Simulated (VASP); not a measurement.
TaN:

```xyz
2
Lattice="2.9380 0.0000 0.0000 -1.4690 2.5444 0.0000 0.0000 0.0000 2.8830" Properties=species:S:1:pos:R:3 pbc="T T T"
Ta    0.0000    0.0000    1.4415
N     1.4690    0.8481    0.0000
```

Base run:

- Program: VASP 6.6.1
- Functional: PBEsol
- Potentials or basis: VASP PAW PBE potentials, release 64 (Ta_sv_GW, N)
- Cutoff: 700 eV
- k mesh: 10 × 10 × 9
- Occupations: fermi-dirac, width 0.05 eV
- Spin: no spin polarisation
- Hubbard terms: Ta d U = 8.0 eV

Its results: band gap on the k mesh zero (bands 9 and 10 overlap by 0.36 eV); pressure 23.2 GPa.

Question: The run is repeated on the same cell with these changes: hubbard terms from Ta d U = 8.0 eV to Ta d U = 1.0 eV. What comes out?

Answer: Band gap on the k mesh zero (bands 9 and 10 overlap by 0.30 eV); pressure -1.7 GPa.

Caveats: the PAW data sets were made with another functional, which shifts forces and pressure a little; spin-orbit coupling is left out, which moves the levels of the heavy elements; U without spin polarisation on a metal has little footing; the cell stands under pressure (at least some runs).
